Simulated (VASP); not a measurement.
Wanted: the native input for a VASP 6.6.1 run.

| Property | Result |
| --- | --- |
| Task | single point |
| Functional | r2SCAN50 |
| Potentials or basis | VASP PAW PBE potentials, release 64 (Au_sv_GW) |
| Cutoff | 440 eV |
| k mesh | 6 × 6 × 6 |
| Occupations | fermi-dirac, width 0.05 eV |
| Spin | no spin polarisation |
| Dipole correction | no |
| Grid for exact exchange (PRECFOCK) | Normal |
| Further INCAR settings | ALGO = Normal; EDIFF = 1e-06; NBANDS = 16 |
| Share of exact exchange | 0.5 |

The system is Au.

```
Au
1.0
     0.00000    2.06178    2.06178
     2.06178    0.00000    2.06178
     2.06178    2.06178    0.00000
Au
1
Direct
  0.00000 0.00000 0.00000
```

The input as run:

POSCAR

```
Au
1.0
    0.0000000000      2.0617793868      2.0617793868
    2.0617793868      0.0000000000      2.0617793868
    2.0617793868      2.0617793868      0.0000000000
Au
1
Direct
    0.0000000000      0.0000000000      0.0000000000
```

INCAR.step1

```
ALGO = Normal
EDIFF = 1E-5
ENCUT = 440
GGA = PE
GGA_COMPAT = F
ISIF = 2
ISMEAR = -1
LASPH = T
LCHARG = F
LREAL = F
LWAVE = T
NBANDS = 16
NELM = 120
PREC = Accurate
SIGMA = 0.05
```

INCAR.step2

```
AEXX = 0.5
ALGO = Normal
EDIFF = 1E-6
ENCUT = 440
GGA_COMPAT = F
ISIF = 2
ISMEAR = -1
ISTART = 1
LASPH = T
LCHARG = F
LHFCALC = T
LMIXTAU = T
LREAL = F
LWAVE = F
METAGGA = R2SCAN
NBANDS = 16
NELM = 120
PREC = Accurate
PRECFOCK = Normal
SIGMA = 0.05
```

KPOINTS

```
k-points
0
Gamma
  6 6 6
```

Potentials or basis: VASP PAW PBE potentials, release 64 (Au_sv_GW).

Command:

```console
$ cat potpaw_PBE.64/Au_sv_GW/POTCAR > POTCAR
$ cp INCAR.step1 INCAR
$ mpirun -np 1 vasp_std > vasp.out
$ cp INCAR.step2 INCAR
$ mpirun -np 1 vasp_std > vasp.out
```

It gave:

- Pressure: -5.2 GPa
- Band gap on the k mesh: zero (an odd number of electrons rules out a gap without spin polarisation)

Caveat: the k points lie up to 0.44 Å⁻¹ apart, too coarse for converged energies and pressures of a metal; the PAW data sets were made with another functional, which shifts forces and pressure a little; spin-orbit coupling is left out, which moves the levels of the heavy elements.

Wall time 7.4 min on 1 thread of Intel(R) Xeon(R) 6975P-C (Granite Rapids), with other jobs on the host, peak memory 0.14 GiB.
